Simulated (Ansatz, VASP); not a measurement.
**One calculation of CdSe, two programs**

The input INCAR:

```
SYSTEM = CdSe
PREC     = Accurate       ! precision mode
ENCUT    = 500            ! plane-wave cutoff, eV
EDIFF    = 1E-6           ! SCF threshold, eV
ISMEAR   = -1             ! smearing method
SIGMA    = 0.08           ! smearing width, eV
LREAL    = .False.        ! projectors in reciprocal space
LASPH    = .True.         ! aspherical terms in the spheres
NELM     = 120            ! most SCF steps
ALGO     = Normal         ! electronic algorithm
ISIF     = 2              ! what is computed and relaxed
LWAVE    = .False.        ! write WAVECAR
LCHARG   = .False.        ! write CHGCAR
GGA      = PE             ! functional
NBANDS   = 16             ! bands
GGA_COMPAT= .False.
```

The input KPOINTS:

```
regular mesh
0
Gamma
  14 14 14
  0 0 0
```

POSCAR

```
CdSe
1.0
    0.0000000000      2.3508568196      2.3508568196
    2.3508568196      0.0000000000      2.3508568196
    2.3508568196      2.3508568196      0.0000000000
Cd Se
1 1
Direct
    0.0000000000      0.0000000000      0.0000000000
    0.5000000000      0.5000000000      0.5000000000
```

Input for Ansatz:

```yaml
crystal:
  lattice:
    - [0.0, 2.3508568196, 2.3508568196]
    - [2.3508568196, 0.0, 2.3508568196]
    - [2.3508568196, 2.3508568196, 0.0]
  atoms:
    - { symbol: Cd, position: [0.0, 0.0, 0.0] }
    - { symbol: Se, position: [0.5, 0.5, 0.5] }
kpoints:
  mp_grid: { grid: [14, 14, 14] }
scf:
  occupations: { method: fermi_dirac, width: 0.08 }
hamiltonian:
  xc: pbe
  pseudopotentials: { kind: all_electron, lapw: { basis_error: 0.001 } }
output:
  forces: true
  stress: true
  eigenvalues: true
  populations: true
```

Change from the starting cell: volume scaled by 0.55, LAPW.

Alike in both runs: task single point; functional PBE; k mesh 14 × 14 × 14; occupations fermi-dirac, width 0.08 eV; no spin polarisation.

|  | VASP | Ansatz |
| --- | --- | --- |
| version | VASP 6.6.1 | Ansatz 0.2.0 |
| potentials or method | VASP PAW PBE potentials, release 64 (Cd, Se), cutoff 500 eV | all-electron LAPW, scalar-relativistic |

```tsv
	VASP	Ansatz	Ansatz less VASP
pressure (GPa)	154.4	149.0	-5.34
```

Both programs put the cell under a high pressure, so it lies far from rest at this level. Ansatz ran all-electron here, and VASP with PAW potentials.

Noted on VASP's run: the cell as given lies far from equilibrium.
